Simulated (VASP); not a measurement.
# Cs (I4/mmm) in VASP: a series of runs

The runs below take Cs through single point, with PBE.

Everything below comes from runs of VASP 6.6.1. Logs are shortened: lines on timing, memory, paths and dates and some standing lists are left out, and cuts for length are marked.

## Step 1: The cell of the first run

The structure is tetragonal, space group I4/mmm (No. 139). Conventional cell: a = 5.743 Å, b = 5.743 Å, c = 6.045 Å, α = 90.00°, β = 90.00°, γ = 90.00°.

## Step 2: Single point, PBE (strain -0.050 along x and y, +0.000 along z)

The input, INCAR:

```
SYSTEM = Cs
PREC = Accurate
ENCUT = 520
EDIFF = 1E-6
ISMEAR = 0
SIGMA = 0.15
LREAL = .False.
LASPH = .True.
NELM = 60
ALGO = Fast
ISIF = 2
LWAVE = .False.
LCHARG = .True.
GGA = PE
LELF = .True.
LVHAR = .True.
NBANDS = 10
```

The input, KPOINTS:

```
Automatic mesh
0
Gamma
  12 12 12
  0 0 0
```

The input, POSCAR:

```
Cs
1.0
   -2.8713750000      2.8713750000      3.0225000000
    2.8713750000     -2.8713750000      3.0225000000
    2.8713750000      2.8713750000     -3.0225000000
Cs
1
Direct
    0.0000000000      0.0000000000      0.0000000000
```

Potentials or basis: VASP PAW PBE potentials, release 64 (Cs_sv).

Launch:

```bash
$ cat potpaw_PBE.64/Cs_sv/POTCAR > POTCAR
$ mpirun -np 1 vasp_std > vasp.out
```

OUTCAR:

```text
SYSTEM = Cs
   PREC = Accurate
   ENCUT = 520
   EDIFF = 1E-6
   ISMEAR = 0
   LREAL = .False.
   LASPH = .True.
   NELM = 60
   ISIF = 2
   GGA = PE

 ion  position               nearest neighbor table
   1  0.000  0.000  0.000-

  LATTYP: Found a body centered tetragonal cell.
 ALAT       =     5.7427500000
 C/A-ratio  =     1.0526315789

  Lattice vectors:

 A1 = (  -2.8713750000,   2.8713750000,   3.0225000000)
 A2 = (   2.8713750000,  -2.8713750000,   3.0225000000)
 A3 = (   2.8713750000,   2.8713750000,  -3.0225000000)

Analysis of symmetry for initial positions (statically):
=====================================================================
 Subroutine PRICEL returns:
 Original cell was already a primitive cell.

 Routine SETGRP: Setting up the symmetry group for a
 body centered tetragonal supercell.

 Subroutine GETGRP returns: Found 16 space group operations
 (whereof 16 operations were pure point group operations)
 out of a pool of 16 trial point group operations.

The static configuration has the point symmetry D_4h.

Analysis of symmetry for dynamics (positions and initial velocities):
=====================================================================
 Subroutine PRICEL returns:
 Original cell was already a primitive cell.

 Routine SETGRP: Setting up the symmetry group for a
 body centered tetragonal supercell.

 Subroutine GETGRP returns: Found 16 space group operations
 (whereof 16 operations were pure point group operations)
 out of a pool of 16 trial point group operations.

The dynamic configuration has the point symmetry D_4h.

 Subroutine INISYM returns: Found 16 space group operations
 (whereof 16 operations are pure point group operations),
 and found     1 'primitive' translations

----------------------------------------------------------------------------------------

                                     Primitive cell

  volume of cell :      99.6796

  direct lattice vectors                    reciprocal lattice vectors
    -2.871375000  2.871375000  3.022500000     0.000000000  0.174132602  0.165425972
     2.871375000 -2.871375000  3.022500000     0.174132602  0.000000000  0.165425972
     2.871375000  2.871375000 -3.022500000     0.174132602  0.174132602  0.000000000

  length of vectors
     5.062123569  5.062123569  5.062123569     0.240183087  0.240183087  0.246260687

  position of ions in fractional coordinates (direct lattice)
     0.000000000  0.000000000  0.000000000

  ion indices of the primitive-cell ions
   primitive index   ion index
                 1           1

----------------------------------------------------------------------------------------

 KPOINTS: Automatic mesh

Automatic generation of k-mesh.
 Grid dimensions read from file:
 generate k-points for:   12   12   12

 Generating k-lattice:

  Cartesian coordinates                     Fractional coordinates (reciprocal lattice)
     0.000000000  0.014511050  0.013785498     0.083333333  0.000000000  0.000000000
     0.014511050  0.000000000  0.013785498     0.000000000  0.083333333  0.000000000
     0.014511050  0.014511050  0.000000000     0.000000000  0.000000000  0.083333333

  Length of vectors
     0.020015257  0.020015257  0.020521724

  Shift w.r.t. Gamma in fractional coordinates (k-lattice)
     0.000000000  0.000000000  0.000000000

 Subroutine IBZKPT returns following result:
 ===========================================

 Found    163 irreducible k-points:

 Following reciprocal coordinates:
            Coordinates               Weight
  0.000000  0.000000  0.000000      1.000000
  0.083333 -0.000000  0.000000      8.000000
  0.166667  0.000000 -0.000000      8.000000
  0.250000  0.000000 -0.000000      8.000000
  0.333333  0.000000 -0.000000      8.000000
  0.416667  0.000000 -0.000000      8.000000
[... 16 lines left out ...]
  0.500000  0.166667 -0.000000     16.000000
 -0.416667  0.166667  0.000000     16.000000
 [... further k-points ...]
   k-points           NKPTS =    163   k-points in BZ     NKDIM =    163   number of bands    NBANDS=     10
   number of dos      NEDOS =    301   number of ions     NIONS =      1
   total plane-waves  NPLWV =  64000
   dimension x,y,z NGX =    40 NGY =   40 NGZ =   40
   dimension x,y,z NGXF=    80 NGYF=   80 NGZF=   80
   ions per type =               1
   NGX,Y,Z   is equivalent  to a cutoff of  13.14, 13.14, 13.14 a.u.
   NGXF,Y,Z  is equivalent  to a cutoff of  26.27, 26.27, 26.27 a.u.
 SYSTEM =  Cs
   PREC   = accura    normal or accurate (medium, high low for compatibility)
   ISTART =      0    job   : 0-new  1-cont  2-samecut
   ICHARG =      2    charge: 1-file 2-atom 10-const
   ISPIN  =      1    spin polarized calculation?
   LNONCOLLINEAR =      F non collinear calculations
   LSORBIT =      F    spin-orbit coupling
   LASPH  =      T    aspherical Exc in radial PAW
   ENCUT  =  520.0 eV  38.22 Ry    6.18 a.u.   9.41  9.41  9.41*2*pi/ulx,y,z
   NELM   =     60;   NELMIN=  2; NELMDL= -5     # of ELM steps
   EDIFF  = 0.1E-05   stopping-criterion for ELM
   LREAL  =      F    real-space projection
[... 7 lines left out ...]
   TEBEG  =    0.0;   TEEND  =   0.0 temperature during run
   PSTRESS=    0.0 pullay stress
   NELECT =       9.0000    total number of electrons
   NUPDOWN=      -1.0000    fix difference up-down
   EMIN   =  10.00;   EMAX   =-10.00  energy-range for DOS
   EFERMI =   0.00;   METHOD = LEGACY
   ISMEAR =     0;   SIGMA  =   0.15  broadening in eV -4-tet -1-fermi 0-gaus
   EFERMI_NEDOS =   21; number of points for ismear=-14 and -15
   IALGO  =     68    algorithm
   IMIX   =      4    mixing-type and parameters
     AMIX     =   0.40;   BMIX     =  1.00
     AMIX_MAG =   1.60;   BMIX_MAG =  1.00
  volume/ion in A,a.u.               =      99.68       672.67
  Fermi-wavevector in a.u.,A,eV,Ry     =   0.734435  1.387882  7.338920  0.539395
  Thomas-Fermi vector in A             =   1.827388
   LORBIT       =      0    0 simple, 1 ext, 2 COOP (PROOUT), +10 PAW based schemes
   GGA     = PE    functional components
   LHFCALC =     F    Hartree Fock is set to
   AEXX    =    0.0000 exact exchange contribution
   IVDW    =     0    specifies the selected vdW correction
   LEPSILON=     F    determine dielectric tensor
   LRPA    =     F    only Hartree local field effects (RPA)
 non-spin polarized calculation
 RMM-DIIS sequential band-by-band and
 Gauss-broadening in eV      SIGMA  =   0.15
  energy-cutoff  :      520.00
  volume of cell :       99.68
 maximum number of plane-waves:      2721
 NGX is ok and might be reduce to    40
   NGX = 19   NGY = 19   NGZ = 19

 number of electron       9.0000001 magnetization

 Free energy of the ion-electron system (eV)
  ---------------------------------------------------
  ext. energy  EPLUGINS =         0.00000000
  ---------------------------------------------------
  free energy    TOTEN  =        -0.83744510 eV

  energy without entropy =       -0.82094695  energy(sigma->0) =       -0.82919602

 E-fermi :   0.8404     XC(G=0):  -5.7800

 val. band max:        0.8394240570   @ k =   0.3333   0.1667  -0.0000
 cond. band min:       0.8409278705   @ k =  -0.3333   0.3333   0.2500
 fundamental gap:      0.0015038136
 Fermi energy:         0.8403558494

 k-point     1 :       0.0000    0.0000    0.0000
  band No.  band energies     occupation
      1     -22.9489      2.00000
      2      -9.6634      2.00000
      3      -9.6634      2.00000
      4      -9.6629      2.00000
      5      -0.9841      2.00000
      6       3.3457      0.00000
      7       3.3457      0.00000
      8       3.5771      0.00000
      9       4.2107      0.00000
     10       4.5460      0.00000

 k-point     2 :       0.0833   -0.0000    0.0000
  band No.  band energies     occupation
      1     -22.9480      2.00000
      2      -9.6789      2.00000
      3      -9.6680      2.00000
      4      -9.6631      2.00000
      5      -0.8961      2.00000
      6       3.2745      0.00000
      7       3.3219      0.00000
      8       3.5977      0.00000
      9       4.0977      0.00000
     10       4.4837      0.00000

 k-point     3 :       0.1667    0.0000   -0.0000
  band No.  band energies     occupation
      1     -22.9457      2.00000
      2      -9.7211      2.00000
      3      -9.6806      2.00000
      4      -9.6630      2.00000
      5      -0.6431      2.00000
      6       2.9848      0.00000
      7       3.1458      0.00000
      8       3.8227      0.00000
      9       4.0286      0.00000
     10       4.4142      0.00000

 k-point     4 :       0.2500    0.0000   -0.0000
  band No.  band energies     occupation
      1     -22.9424      2.00000
      2      -9.7773      2.00000
      3      -9.6976      2.00000
      4      -9.6629      2.00000
      5      -0.2589      2.00000
      6       2.5742      0.00000
      7       2.9145      0.00000
      8       4.1236      0.00000
      9       4.2456      0.00000
     10       4.4178      0.00000

 k-point     5 :       0.3333    0.0000   -0.0000
  band No.  band energies     occupation
      1     -22.9391      2.00000
      2      -9.8320      2.00000
      3      -9.7145      2.00000
      4      -9.6627      2.00000
      5       0.1947      2.00000
      6       2.2101      0.00000
      7       2.7170      0.00000
      8       4.2123      0.00000
      9       4.5377      0.00000
     10       4.8233      0.00000

 k-point     6 :       0.4167    0.0000   -0.0000
  band No.  band energies     occupation
      1     -22.9368      2.00000
      2      -9.8712      2.00000
      3      -9.7267      2.00000
      4      -9.6627      2.00000
      5       0.6080      1.97150
      6       1.9535      0.00000
      7       2.5890      0.00000
      8       4.1895      0.00000
      9       4.7437      0.00000
     10       5.5103      0.00000
[... 183 lines left out ...]
 k-point    21 :       0.3333    0.1667   -0.0000
  band No.  band energies     occupation
      1     -22.9359      2.00000
      2      -9.8559      2.00000
      3      -9.7463      2.00000
      4      -9.6788      2.00000
      5       0.8394      1.00701
      6       1.9293      0.00000
      7       2.4149      0.00000
      8       4.1138      0.00000
      9       4.6430      0.00000
     10       5.4659      0.00000

 k-point    22 :       0.4167    0.1667   -0.0000
  band No.  band energies     occupation
      1     -22.9351      2.00000
      2      -9.8658      2.00000
      3      -9.7530      2.00000
      4      -9.6803      2.00000
      5       1.0747      0.02716
      6       1.7955      0.00000
      7       2.3686      0.00000
      8       4.0352      0.00000
      9       4.8385      0.00000
     10       5.4832      0.00000

 k-point    23 :       0.5000    0.1667   -0.0000
  band No.  band energies     occupation
      1     -22.9358      2.00000
      2      -9.8582      2.00000
      3      -9.7452      2.00000
      4      -9.6813      2.00000
      5       0.8757      0.73879
      6       1.8938      0.00000
      7       2.4222      0.00000
      8       4.0766      0.00000
      9       4.8331      0.00000
     10       5.3394      0.00000

 k-point    24 :      -0.4167    0.1667    0.0000
  band No.  band energies     occupation
      1     -22.9378      2.00000
      2      -9.8337      2.00000
      3      -9.7264      2.00000
      4      -9.6812      2.00000
      5       0.4444      1.99981
      6       2.1382      0.00000
      7       2.5307      0.00000
      8       4.0563      0.00000
      9       4.8442      0.00000
     10       4.9154      0.00000

 [... further k-points ...]

------------------------ aborting loop because EDIFF is reached ----------------------------------------

  FORCE on cell =-STRESS in cart. coord.  units (eV):
  Direction    XX          YY          ZZ          XY          YZ          ZX
  --------------------------------------------------------------------------------------
  -------------------------------------------------------------------------------------
  Total        0.2483975      0.2483975      0.2399849      0.0000000      0.0000000      0.0000000
  in kB        3.9925613      3.9925613      3.8573434      0.0000000      0.0000000      0.0000000
  external PRESSURE =       3.9474886 kB  Pullay stress =       0.0000000 kB

 VOLUME and BASIS-vectors are now :
 -----------------------------------------------------------------------------
  energy-cutoff  :      520.00
  volume of cell :       99.68
      direct lattice vectors                 reciprocal lattice vectors
    -2.871375000  2.871375000  3.022500000     0.000000000  0.174132602  0.165425972
     2.871375000 -2.871375000  3.022500000     0.174132602  0.000000000  0.165425972
     2.871375000  2.871375000 -3.022500000     0.174132602  0.174132602  0.000000000

 POSITION                                       TOTAL-FORCE (eV/Angst)
 -----------------------------------------------------------------------------------
      0.00000      0.00000      0.00000        -0.000000      0.000000     -0.000000
 -----------------------------------------------------------------------------------
    total drift:                                0.000000      0.000000     -0.000000

  FREE ENERGIE OF THE ION-ELECTRON SYSTEM (eV)
  ---------------------------------------------------
  free  energy   TOTEN  =        -0.8374451043 eV

  energy  without entropy=       -0.8209469453  energy(sigma->0) =       -0.82919602
```

Wall time 74 s (1 thread of AMD EPYC 9R45 (Zen 5), shared host); peak memory 0.3 GiB.

What came out:

- Free energy: -0.8374 eV
- Pressure: 0.4 GPa

Levels at points of the mesh, in eV from the Fermi level:
| k point | band 1 | band 2 | band 3 | band 4 | band 5 | band 6 | band 7 | band 8 | band 9 | band 10 |
| --- | --- | --- | --- | --- | --- | --- | --- | --- | --- | --- |
| (0.00, 0.00, 0.00) | -23.79 | -10.50 | -10.50 | -10.50 | -1.82 | 2.51 | 2.51 | 2.74 | 3.37 | 3.71 |
| (0.50, 0.00, 0.00) | -23.78 | -10.73 | -10.57 | -10.50 | -0.05 | 1.01 | 1.70 | 3.30 | 4.06 | 4.69 |
| (0.50, 0.50, 0.00) | -23.78 | -10.72 | -10.58 | -10.51 | 0.00 | 1.13 | 1.46 | 3.62 | 4.19 | 4.56 |
| (0.50, 0.50, 0.50) | -23.77 | -10.67 | -10.65 | -10.65 | 0.46 | 0.56 | 3.12 | 3.56 | 3.56 | 4.83 |

Caveat: the cell differs from its parent crystal (strain -0.050 along x and y, +0.000 along z); spin-orbit coupling is left out, which moves the levels of the heavy elements.

## Step 3: Single point, PBE (strain -0.050 along x and y, +0.025 along z)

The input, INCAR:

```
SYSTEM = Cs
PREC     = Accurate       ! precision mode
ENCUT    = 520            ! plane-wave cutoff, eV
EDIFF    = 1E-7           ! SCF threshold, eV
ISMEAR   = 0              ! smearing method
SIGMA    = 0.15           ! smearing width, eV
LREAL    = .FALSE.        ! projectors in reciprocal space
LASPH    = .TRUE.         ! aspherical terms in the spheres
NELM     = 100            ! most SCF steps
ALGO     = Fast           ! electronic algorithm
ISIF     = 2              ! what is computed and relaxed
LWAVE    = .FALSE.        ! write WAVECAR
LCHARG   = .FALSE.        ! write CHGCAR
GGA      = PE             ! functional
NBANDS   = 10             ! bands
```

The input, KPOINTS:

```
Automatic mesh
0
G
  12 12 12
  0 0 0
```

The input, POSCAR:

```
Cs
1.0
   -2.8713750000      2.8713750000      3.0980625000
    2.8713750000     -2.8713750000      3.0980625000
    2.8713750000      2.8713750000     -3.0980625000
Cs
1
Direct
    0.0000000000      0.0000000000      0.0000000000
```

Potentials or basis: VASP PAW PBE potentials, release 64 (Cs_sv).

Launch:

```bash
$ cat potpaw_PBE.64/Cs_sv/POTCAR > POTCAR
$ mpirun -np 1 vasp_std > vasp.out
```

Run time: 92 s. Hardware: 1 thread of AMD EPYC 9R45 (Zen 5), shared host; peak memory 0.31 GiB.

The run converged. Its results:

| Item | Value |
| --- | --- |
| Free energy | -0.8431 eV |
| Pressure | 0.3 GPa |

Levels at points of the mesh, in eV from the Fermi level:
| k point | band 3 | band 4 | band 5 | band 6 | band 7 | band 8 |
| --- | --- | --- | --- | --- | --- | --- |
| (0.00, 0.00, 0.00) | -10.52 | -10.52 | -1.80 | 2.47 | 2.47 | 2.80 |
| (0.50, 0.00, 0.00) | -10.58 | -10.52 | -0.04 | 0.96 | 1.75 | 3.18 |
| (0.50, 0.50, 0.00) | -10.59 | -10.53 | 0.03 | 1.14 | 1.41 | 3.66 |
| (0.50, 0.50, 0.50) | -10.65 | -10.65 | 0.46 | 0.62 | 2.92 | 3.55 |

Caveat: the cell differs from its parent crystal (strain -0.050 along x and y, +0.025 along z); spin-orbit coupling is left out, which moves the levels of the heavy elements.

## Step 4: Single point, PBE (strain -0.050 along x and y, +0.050 along z)

The input, INCAR:

```
PREC = Accurate
ENCUT = 520
EDIFF = 1E-7
ISMEAR = 0
SIGMA = 0.15
LREAL = F
LASPH = T
NELM = 60
ALGO = Fast
ISIF = 2
LWAVE = F
LCHARG = F
GGA = PE
NBANDS = 10
```

The input, KPOINTS:

```
regular mesh
0
Gamma
  12 12 12
```

The input, POSCAR:

```
Cs
1.0
   -2.8713750000      2.8713750000      3.1736250000
    2.8713750000     -2.8713750000      3.1736250000
    2.8713750000      2.8713750000     -3.1736250000
Cs
1
Direct
    0.0000000000      0.0000000000      0.0000000000
```

Launch:

```bash
$ cat potpaw_PBE.64/Cs_sv/POTCAR > POTCAR
$ mpirun -np 1 vasp_std > vasp.out
```

Run time: 92 s. Hardware: 1 thread of AMD EPYC 9R45 (Zen 5), shared host; peak memory 0.31 GiB.

It converged, with:

| Item | Value |
| --- | --- |
| Free energy | -0.8476 eV |
| Pressure | 0.3 GPa |

Levels at points of the mesh, in eV from the Fermi level:
| k point | band 2 | band 3 | band 4 | band 5 | band 6 | band 7 | band 8 | band 9 |
| --- | --- | --- | --- | --- | --- | --- | --- | --- |
| (0.00, 0.00, 0.00) | -10.54 | -10.54 | -10.54 | -1.78 | 2.44 | 2.44 | 2.86 | 3.16 |
| (0.50, 0.00, 0.00) | -10.73 | -10.59 | -10.54 | -0.04 | 0.92 | 1.80 | 3.07 | 4.02 |
| (0.50, 0.50, 0.00) | -10.72 | -10.61 | -10.55 | 0.05 | 1.14 | 1.35 | 3.70 | 4.21 |
| (0.50, 0.50, 0.50) | -10.69 | -10.65 | -10.65 | 0.46 | 0.67 | 2.73 | 3.55 | 3.55 |

Caveat: the cell differs from its parent crystal (strain -0.050 along x and y, +0.050 along z); spin-orbit coupling is left out, which moves the levels of the heavy elements.

## Step 5: Single point, PBE (strain +0.000 along x and y, -0.050 along z)

The input, INCAR:

```
  PREC = Accurate
  ENCUT = 520
  EDIFF = 1E-6
  ISMEAR = 0
  SIGMA = 0.15
  LREAL = F
  LASPH = T
  NELM = 60
  ALGO = Fast
  ISIF = 2
  LWAVE = F
  LCHARG = F
  GGA = PE
  NBANDS = 10
```

The input, KPOINTS:

```
Automatic mesh
0
Gamma
  12 12 12
```

The input, POSCAR:

```
Cs
1.0
   -3.0225000000      3.0225000000      2.8713750000
    3.0225000000     -3.0225000000      2.8713750000
    3.0225000000      3.0225000000     -2.8713750000
Cs
1
Direct
    0.0000000000      0.0000000000      0.0000000000
```

Launch:

```bash
$ cat potpaw_PBE.64/Cs_sv/POTCAR > POTCAR
$ mpirun -np 1 vasp_std > vasp.out
```

It took 67 s on 1 thread of AMD EPYC 9R45 (Zen 5), shared host; peak memory 0.31 GiB.

The run converged. Its results:

```
Free energy : -0.8481 eV
Pressure    : 0.2 GPa
```

Levels at points of the mesh, in eV from the Fermi level:
```
           k point  band 2  band 3  band 4  band 5  band 6  band 7  band 8  band 9
(0.00, 0.00, 0.00)  -10.54  -10.54  -10.54   -1.77    2.40    2.63    2.63    3.30
(0.50, 0.00, 0.00)  -10.72  -10.60  -10.54    0.01    1.02    1.56    3.39    4.08
(0.50, 0.50, 0.00)  -10.73  -10.59  -10.53   -0.04    0.90    1.80    3.17    3.85
(0.50, 0.50, 0.50)  -10.67  -10.67  -10.66    0.51    0.61    3.12    3.12    3.55
```

Caveat: the cell differs from its parent crystal (strain +0.000 along x and y, -0.050 along z); spin-orbit coupling is left out, which moves the levels of the heavy elements.

## Step 6: Overview

| cell | further INCAR settings | gap on the mesh (eV) | pressure (GPa) |
| --- | --- | --- | --- |
| a = 5.062 Å, angles 110.9, 110.9, 106.7°, 1 atom | ALGO = Fast; EDIFF = 1e-06; NBANDS = 10 | none | 0.4 |
| a = 5.108 Å, angles 111.6, 111.6, 105.3°, 1 atom | ALGO = Fast; EDIFF = 1e-07; NBANDS = 10 | none | 0.3 |
| a = 5.154 Å, angles 112.3, 112.3, 104.0°, 1 atom | ALGO = Fast; EDIFF = 1e-07; NBANDS = 10 | none | 0.3 |
| a = 5.149 Å, angles 108.1, 108.1, 112.2°, 1 atom | ALGO = Fast; EDIFF = 1e-06; NBANDS = 10 | none | 0.2 |

Alike in all rows: task single point; level PBE; potentials or basis VASP PAW PBE potentials, release 64 (Cs_sv); no spin polarisation; k mesh 12 × 12 × 12; cutoff (eV) 520; smearing gaussian 0.15 eV.

Caveats: spin-orbit coupling is left out, which moves the levels of the heavy elements.

Absolute energies hang on the potentials; compare differences alone.
